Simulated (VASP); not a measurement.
The system is ZnCu.

```
Zn Cu
1.0
     2.94500    0.00000    0.00000
     0.00000    2.94500    0.00000
     0.00000    0.00000    2.94500
Zn Cu
1 1
Direct
  0.50000 0.50000 0.50000
  0.00000 0.00000 0.00000
```

```yaml
Program: VASP 6.6.1
Task: relaxation of cell and atoms
Functional: PBEsol
Dispersion: D4
Potentials_or_basis: VASP PAW PBE potentials, release 64 (Zn, Cu)
Cutoff: 600 eV
k_mesh: 9 × 9 × 9
Occupations: fermi-dirac, width 0.05 eV
Spin: no spin polarisation
```

At the start: pressure -6.9 GPa; volume 12.77 Å³/atom.

Q: Where does the relaxation end?

A: Over 3 steps the energy falls by 15.1 meV/atom and the volume is 12.10 Å³/atom (-5.2 %); space group Pm-3m (No. 221, to 0.05 Å).

The path:
| step | energy change (eV) | largest force (eV/Å) | pressure (GPa) | volume (Å³) |
| --- | --- | --- | --- | --- |
| 1 | 0.0000 | 0.0000 | -6.87 | 25.54 |
| 2 | -0.0224 | 0.0000 | 4.05 | 23.57 |
| 3 | -0.0302 | 0.0000 | 0.12 | 24.20 |

Final structure:
```cif
data_structure
_symmetry_space_group_name_H-M 'P 1'
_symmetry_Int_Tables_number 1
_cell_length_a 2.8926
_cell_length_b 2.8926
_cell_length_c 2.8926
_cell_angle_alpha 90.000
_cell_angle_beta 90.000
_cell_angle_gamma 90.000
_cell_volume 24.20
loop_
_atom_site_label
_atom_site_type_symbol
_atom_site_fract_x
_atom_site_fract_y
_atom_site_fract_z
_atom_site_occupancy
Zn1 Zn 0.50000 0.50000 0.50000 1
Cu1 Cu 0.00000 0.00000 0.00000 1
```

Caveat: the PAW data sets were made with another functional, which shifts forces and pressure a little; pairwise dispersion overbinds metals, which lowers pressure and volume.
